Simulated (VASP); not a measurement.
La, 4 atoms in the cell. Symmetry: P6_3/mmc, No. 194, hexagonal system. The conventional cell has a = 3.774 Å, b = 3.774 Å, c = 12.149 Å, α = 90.00°, β = 90.00°, γ = 120.00°. Within 4.9 Å of La (site symmetry -3m) lie 12 La at 3.74 to 3.77 Å. La (site symmetry -6m2) has 12 La at 3.74 to 3.77 Å within 4.9 Å. 

- Program: VASP 6.6.1
- Task: single point
- Functional: PBE
- Potentials or basis: VASP PAW PBE potentials, release 64 (La)
- Cutoff: 520 eV
- k mesh: 15 × 15 × 4
- Occupations: fermi-dirac, width 0.15 eV
- Spin: no spin polarisation
- Dipole correction: no
- Further INCAR settings: ALGO = Fast; EDIFF = 1e-06; NBANDS = 30

Potentials or basis: VASP PAW PBE potentials, release 64 (La).

Launch:

```console
$ cat potpaw_PBE.64/La/POTCAR > POTCAR
$ mpirun -np 1 vasp_std > vasp.out
```

Hardware: 1 thread of Intel(R) Xeon(R) 6975P-C (Granite Rapids), with other jobs on the host.

Q: Estimate the wall time of this run.

A: It took 25 min on 1 thread of Intel(R) Xeon(R) 6975P-C (Granite Rapids), on a shared host, peak memory 0.48 GiB. Counts: scf iterations 60, k points 81.
